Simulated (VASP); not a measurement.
# PbS: single point with PBE+D3(BJ)

Crystal: PbS.

```xyz
2
Lattice="0.0000 2.9973 2.9973 2.9973 0.0000 2.9973 2.9973 2.9973 0.0000" Properties=species:S:1:pos:R:3 pbc="T T T"
Pb    0.0000    0.0000    0.0000
S     2.9973    2.9973    2.9973
```

| Property | Result |
| --- | --- |
| Program | VASP 6.6.1 |
| Task | single point |
| Functional | PBE |
| Dispersion | D3(BJ) |
| Potentials or basis | VASP PAW PBE potentials, release 64 (Pb_d, S) |
| Cutoff | 520 eV |
| k mesh | 10 × 10 × 10 |
| Occupations | gaussian, width 0.02 eV |
| Spin | no spin polarisation |

* Pressure: -1.7 GPa
* Band gap on the k mesh: 0.48 eV
* Dispersion energy per atom: -0.336 eV

Levels at points of the mesh, in eV from the valence-band top:
```
           k point  band 7  band 8  band 9  band 10  band 11  band 12  band 13  band 14
(0.00, 0.00, 0.00)   -6.06   -1.98   -1.98    -1.98     5.15     5.15     5.15     6.84
(0.50, 0.00, 0.00)   -8.64   -1.62   -1.62     0.00     0.48     2.06     2.06     8.66
(0.50, 0.50, 0.00)   -7.13   -4.89   -3.20    -3.20     4.03     5.50     5.60     5.60
```

Wall time 49 s on 1 thread of AMD EPYC 7R13, on a shared host, peak memory 0.18 GiB.

Caveat: spin-orbit coupling is left out, which moves the levels of the heavy elements. A k mesh can miss the band edges.
